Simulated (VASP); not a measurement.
A run of VASP 6.6.1 is set up as follows.

Contents of POSCAR:

```
PbSe
1.0
    0.0000000000      3.0578151973      3.0578151973
    3.0578151973      0.0000000000      3.0578151973
    3.0578151973      3.0578151973      0.0000000000
Pb Se
1 1
Direct
    0.0000000000      0.0000000000      0.0000000000
    0.5000000000      0.5000000000      0.5000000000
```

File INCAR.step1:

```
PREC = Accurate ; ENCUT = 520
ISMEAR = 0 ; SIGMA = 0.01
LREAL = F ; LASPH = T
NELM = 80 ; NBANDS = 17
GGA = PE ; ALGO = Normal
EDIFF = 1E-4 ; LWAVE = T
LCHARG = F
```

INCAR.step2

```
PREC = Accurate ; ENCUT = 520
EDIFF = 1E-6 ; ISMEAR = 0
SIGMA = 0.01 ; LREAL = F
LASPH = T ; NELM = 80
ALGO = Normal ; ISIF = 2
LWAVE = F ; LCHARG = T
METAGGA = R2SCAN ; LMIXTAU = T
LELF = T ; LVHAR = T
NBANDS = 17 ; ISTART = 1
```

File KPOINTS:

```
regular mesh
0
Gamma
  8 8 8
```

Potentials or basis: VASP PAW PBE potentials, release 64 (Pb_d, Se).

Run with:

```sh
$ cat potpaw_PBE.64/Pb_d/POTCAR potpaw_PBE.64/Se/POTCAR > POTCAR
$ cp INCAR.step1 INCAR
$ mpirun -np 1 vasp_std > vasp.out
$ cp INCAR.step2 INCAR
$ mpirun -np 1 vasp_std > vasp.out
```

(1) Predict the band gap on the k mesh.

(2) What does it give for the pressure?

Answers

(1) 0.57 eV.

(2) 1.7 GPa.

Caveat: the cell differs from its parent crystal (strain -1.0%); the PAW data sets were made with another functional, which shifts forces and pressure a little; spin-orbit coupling is left out, which moves the levels of the heavy elements.
